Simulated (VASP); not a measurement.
The system is Al3B2As.

```
Al B As
1.0
     6.57106    0.00000    0.00000
    -3.28553    5.69071    0.00000
     0.00000    0.00000    2.75082
Al B As
3 2 1
Direct
  0.63151 0.00000 0.50000
  0.00000 0.63151 0.50000
  0.36849 0.36849 0.50000
  0.33333 0.66667 0.50000
  0.66667 0.33333 0.50000
  0.00000 0.00000 0.00000
```

The cell was built from a structure type or drawn by symmetry, and may not be a known phase.

```yaml
Program: VASP 6.6.1
Task: relaxation of cell and atoms
Functional: PBE
Potentials_or_basis: VASP PAW PBE potentials, release 64 (Al, B, As)
Cutoff: 600 eV
k_mesh: 6 × 6 × 14
Occupations: gaussian, width 0.1 eV
Spin: no spin polarisation
```

At the start: pressure 0.3 GPa; volume 17.14 Å³/atom.

Where does the relaxation end?

Over 12 steps the energy falls by 15.6 meV/atom and the volume is 17.22 Å³/atom (+0.5 %); space group P-62m (No. 189, to 0.1 Å) before and after.

Step by step:
| step | energy change (eV) | largest force (eV/Å) | pressure (GPa) | volume (Å³) |
| --- | --- | --- | --- | --- |
| 1 | 0.0000 | 0.3898 | 0.35 | 102.86 |
| 2 | -0.0408 | 0.4216 | 0.12 | 103.41 |
| 3 | -0.0647 | 0.1109 | -0.38 | 104.97 |
| 4 | -0.0774 | 0.2496 | -0.25 | 104.39 |
| 5 | -0.0919 | 0.0190 | -0.45 | 104.14 |
| 6 | -0.0922 | 0.0211 | -0.48 | 104.10 |
| 7 | -0.0935 | 0.0054 | 0.27 | 102.99 |
| 8 | -0.0937 | 0.0095 | 0.07 | 103.28 |
| 9 | -0.0938 | 0.0108 | -0.02 | 103.34 |
| 10 | -0.0939 | 0.0104 | 0.00 | 103.32 |
| 11 | -0.0939 | 0.0103 | 0.01 | 103.32 |
| 12 | -0.0939 | 0.0048 | 0.00 | 103.33 |

Final structure:
```
Al B As
1.0
     6.50749    0.00000    0.00000
    -3.25375    5.63565    0.00000
     0.00000    0.00000    2.81758
Al B As
3 2 1
Cartesian
  4.1927 0.0000 1.4088
  -2.0963 3.6310 1.4088
  1.1574 2.0047 1.4088
  0.0000 3.7571 1.4088
  3.2537 1.8786 1.4088
  0.0000 0.0000 0.0000
```
